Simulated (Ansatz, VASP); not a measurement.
**Ti in VASP and in Ansatz**

File INCAR:

```
SYSTEM = Ti
PREC = Accurate
ENCUT = 520
EDIFF = 1E-6
ISMEAR = 0
SIGMA = 0.15
LREAL = .FALSE.
LASPH = .TRUE.
NELM = 80
ALGO = Fast
ISIF = 2
LWAVE = .FALSE.
LCHARG = .FALSE.
GGA = PE
NBANDS = 19
```

The input KPOINTS:

```
Automatic mesh
0
G
  18 18 10
  0 0 0
```

POSCAR

```
Ti
1.0
    2.9942478283      0.0000000000      0.0000000000
   -1.4971239141      2.5930946845      0.0000000000
    0.0000000000      0.0000000000      4.6157100000
Ti
2
Direct
    0.3333333333      0.6666666667      0.2500000000
    0.6666666667      0.3333333333      0.7500000000
```

Input for Ansatz:

```yaml
crystal:
  lattice:
    - [2.9942478283, 0.0, 0.0]
    - [-1.4971239141, 2.5930946845, 0.0]
    - [0.0, 0.0, 4.61571]
  atoms:
    - { symbol: Ti, position: [0.3333333333, 0.6666666667, 0.25] }
    - { symbol: Ti, position: [0.6666666667, 0.3333333333, 0.75] }
basis:
  ecutwfc: 420
kpoints:
  mp_grid: { grid: [18, 18, 10] }
hamiltonian:
  xc: pbe
scf:
  occupations: { method: gaussian, width: 0.15 }
output:
  forces: true
  stress: true
  eigenvalues: true
```

Change from the starting cell: strain +0.015 along x and y, -0.015 along z, atoms carried along.

Alike in both runs: task single point; functional PBE; k mesh 18 × 18 × 10; occupations gaussian, width 0.15 eV; no spin polarisation.

```csv
,VASP,Ansatz
version,VASP 6.6.1,Ansatz 0.2.0
potentials or method,"VASP PAW PBE potentials, release 64 (Ti_sv), cutoff 520 eV","scalar-relativistic, plane waves, PAW"
valence electrons in the cell,24,24
```

|  | VASP | Ansatz | Ansatz less VASP |
| --- | --- | --- | --- |
| gap on the k mesh at the Fermi level (eV) | none | none | - |
| pressure (GPa) | -3.6 | -3.1 | +0.51 |
| traceless stress, the component that is largest in VASP (GPa) | 1.80 | 1.81 | +0.013 |

A gap of «none» marks a metal or a gap that the smearing closes. The functional is the same, so the differences come from potentials, cutoffs and numerics.
